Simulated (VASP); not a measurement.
Wanted: the native input for a VASP 6.6.1 run.

| Quantity | Value |
| --- | --- |
| Task | relaxation of cell and atoms |
| Functional | PBE |
| Potentials or basis | VASP PAW PBE potentials, release 64 (In_d) |
| Cutoff | 600 eV |
| k mesh | 15 × 15 × 15 |
| Occupations | fermi-dirac, width 0.05 eV |
| Spin | no spin polarisation |
| Dipole correction | no |
| Further INCAR settings | ALGO = Normal; EDIFF = 1e-06; IBRION = 2; EDIFFG = -0.005; NSW = 60; ISIF = 3 |

The structure of In lies in POSCAR:

```
In
1.0
   -1.9018218905      1.9018218905      1.9018218905
    1.9018218905     -1.9018218905      1.9018218905
    1.9018218905      1.9018218905     -1.9018218905
In
1
Direct
    0.0000000000      0.0000000000      0.0000000000
```

The input as run:

INCAR

```
SYSTEM = In
PREC = Accurate
ENCUT = 600
EDIFF = 1E-6
ISMEAR = -1
SIGMA = 0.05
LREAL = .False.
LASPH = .True.
NELM = 60
ALGO = Normal
ISIF = 3
LWAVE = .False.
LCHARG = .False.
GGA = PE
IBRION = 2
NSW = 60
EDIFFG = -0.005
```

KPOINTS

```
Automatic mesh
0
Gamma
  15 15 15
  0 0 0
```

Potentials or basis: VASP PAW PBE potentials, release 64 (In_d).

Launch:

```sh
$ cat potpaw_PBE.64/In_d/POTCAR > POTCAR
$ mpirun -np 1 vasp_std > vasp.out
```

Results of the run:

```
Relaxed volume                         : 27.77 Å³/atom
Relaxed cell                           : a = 3.304 Å, b = 3.304 Å, c = 3.304 Å, α = 109.47°, β = 109.47°, γ = 109.47°
Space group after relaxing (to 0.05 Å) : Im-3m (No. 229)
Energy gained by relaxing              : 0.2 meV/atom
Ionic steps                            : 3
Pressure after relaxing                : 0.0 GPa
```

It took 29 s on 1 thread of Intel(R) Xeon(R) 6975P-C (Granite Rapids), on a shared host, peak memory 0.19 GiB.
